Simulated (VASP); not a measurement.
Here is a VASP 6.6.1 calculation.

Contents of INCAR:

```
SYSTEM = Ga
ALGO = Fast ; EDIFF = 1E-6
ENCUT = 520 ; GGA = PE
ISIF = 2 ; ISMEAR = 0
LASPH = .TRUE. ; LCHARG = .FALSE.
LREAL = .FALSE. ; LWAVE = .FALSE.
NBANDS = 34 ; NELM = 80
PREC = Accurate ; SIGMA = 0.1
```

The input KPOINTS:

```
k-points
0
G
  12 12 10
  0 0 0
```

The input POSCAR:

```
Ga
1.0
    2.2865121166     -3.8703601002      0.0000000000
    2.2865121166      3.8703601002      0.0000000000
    0.0000000000      0.0000000000      4.5892519258
Ga
4
Direct
    0.6562923083      0.3437076917      0.4174800563
    0.8437076917      0.1562923083      0.9174800563
    0.3437076917      0.6562923083      0.5825199437
    0.1562923083      0.8437076917      0.0825199437
```

Potentials or basis: VASP PAW PBE potentials, release 64 (Ga_d).

Launch:

```bash
$ cat potpaw_PBE.64/Ga_d/POTCAR > POTCAR
$ mpirun -np 1 vasp_std > vasp.out
```

**Question.** Predict the band gap on the k mesh.

**Answer.** Zero (band 26 reaches 5.14 eV, above the bottom of band 27 at 3.79 eV).

**Question.** What does it give for the pressure?

**Answer.** 0.1 GPa.

Forces in eV/Å, atoms in the order of the input:
```
Ga   0.000  0.001  0.003
Ga   0.000 -0.001  0.003
Ga   0.000 -0.001 -0.003
Ga   0.000  0.001 -0.003
```
